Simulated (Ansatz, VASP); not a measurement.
# CdSe, level by level in two programs

```
Cd Se
1.0
     4.30000    0.00000    0.00000
    -2.15000    3.72391    0.00000
     0.00000    0.00000    7.02000
Cd Se
2 2
Direct
  0.66667 0.33333 0.50000
  0.33333 0.66667 0.00000
  0.66667 0.33333 0.88500
  0.33333 0.66667 0.38500
```

Single points on this cell with VASP 6.6.1 and Ansatz 0.2.0. Each row is one pair of runs. Alike in all rows: spin: off; k mesh: 7 × 7 × 4; VASP's potentials, cutoff: VASP PAW PBE potentials, release 64 (Cd, Se), 520 eV; Ansatz's potentials, cutoff: Ansatz PAW, 420 eV.

```csv
level,smearing,"gap on the k mesh at the Fermi level (eV), VASP","gap on the k mesh at the Fermi level (eV), Ansatz","least direct gap on the mesh (eV), VASP","least direct gap on the mesh (eV), Ansatz","pressure (GPa), VASP","pressure (GPa), Ansatz"
PBE,"gaussian, width 0.011 eV",0.70,0.70,0.70,0.70,3.3,3.0
PBE,"gaussian, width 0.029 eV",0.70,?,0.70,?,3.3,?
PBE,"gaussian, width 0.03 eV",0.70,0.70,0.70,0.70,3.3,3.0
```

Question: Fill in what Ansatz gave in row 2.

Answer: gap on the k mesh at the Fermi level (eV): 0.70; least direct gap on the mesh (eV): 0.70; pressure (GPa): 3.0.

VASP's potentials hold 36 valence electrons a cell and Ansatz's 72, so a difference there can come from the potentials and not from the codes.

Noted on Ansatz's runs: odd divisions of the mesh miss points on the zone boundary, where band edges often lie, so the gap on the mesh can be too wide.
